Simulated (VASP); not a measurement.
Set up this calculation in VASP 6.6.1, as the native input.

```
Task                   : single point
Functional             : PBEsol
Potentials or basis    : VASP PAW PBE potentials, release 64 (Cs_sv)
Cutoff                 : 520 eV
k mesh                 : 8 × 8 × 8
Occupations            : fermi-dirac, width 0.08 eV
Spin                   : no spin polarisation
Dipole correction      : no
Further INCAR settings : ALGO = Normal; EDIFF = 1e-06; NBANDS = 10
```

The structure of Cs lies in POSCAR:

```
Cs
1.0
    3.6269970383      0.0000000000      0.0000000000
    0.0000000000      3.6269970383      0.0000000000
    0.0000000000      0.0000000000      3.6269970383
Cs
1
Direct
    0.0000000000      0.0000000000      0.0000000000
```

This cell differs from its parent crystal: volume scaled by 0.4.

These files were run (other wordings do the same):

INCAR

```
SYSTEM = Cs
PREC = Accurate ; ENCUT = 520
EDIFF = 1E-6 ; ISMEAR = -1
SIGMA = 0.08 ; LREAL = .False.
LASPH = .True. ; NELM = 80
ALGO = Normal ; ISIF = 2
LWAVE = .False. ; LCHARG = .True.
GGA = PS ; LELF = .True.
LVHAR = .True. ; NBANDS = 10
```

KPOINTS

```
regular mesh
0
Gamma
  8 8 8
  0 0 0
```

Potentials or basis: VASP PAW PBE potentials, release 64 (Cs_sv).

Command:

```sh
$ cat potpaw_PBE.64/Cs_sv/POTCAR > POTCAR
$ mpirun -np 1 vasp_std > vasp.out
```

Results of the run:

```
Pressure : 3.2 GPa
```

Caveat: the PAW data sets were made with another functional, which shifts forces and pressure a little.

It took 19 s on 1 thread of Intel Xeon 6975P-C, with other jobs on the host, peak memory 0.15 GiB.
